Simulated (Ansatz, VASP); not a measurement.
## Two plane-wave programs on TiAl

```
CELL_PARAMETERS angstrom
3.17906 0.00000 0.00000
0.00000 3.17906 0.00000
0.00000 0.00000 3.17906
ATOMIC_POSITIONS crystal
Ti 0.00000 0.00000 0.00000
Al 0.50000 0.50000 0.50000
```

Alike in both runs: task relaxation of cell and atoms; functional LDA; k mesh 8 × 8 × 8; occupations fermi-dirac, width 0.05 eV; no spin polarisation.

|  | VASP | Ansatz |
| --- | --- | --- |
| version | VASP 6.6.1 | Ansatz 0.2.0 |
| potentials or method | VASP PAW LDA potentials, release 64 (Ti_sv, Al) | Ansatz PAW |
| plane-wave cutoff (eV) | 600 | 420 |
| valence electrons in the cell | 15 | 15 |

VASP gave:

```
gap on the k mesh at the Fermi level, each at its own relaxed structure (eV) : none
relaxed volume (Å³/atom)                                                     : 15.28
relaxed cell length with the largest relative difference (Å)                 : 3.127
```

What did Ansatz give for the same quantities?

gap on the k mesh at the Fermi level, each at its own relaxed structure (eV): none; relaxed volume (Å³/atom): 15.26; relaxed cell length with the largest relative difference (Å): 3.125.

LDA's correlation is that of Perdew and Zunger in VASP and of Perdew and Wang (1992) in Ansatz. A gap of «none» marks a metal or a gap that the smearing closes.

Noted on Ansatz's run: the plane-wave basis is chosen anew once the cell has moved, so the energies of steps on either side of that aren't comparable.
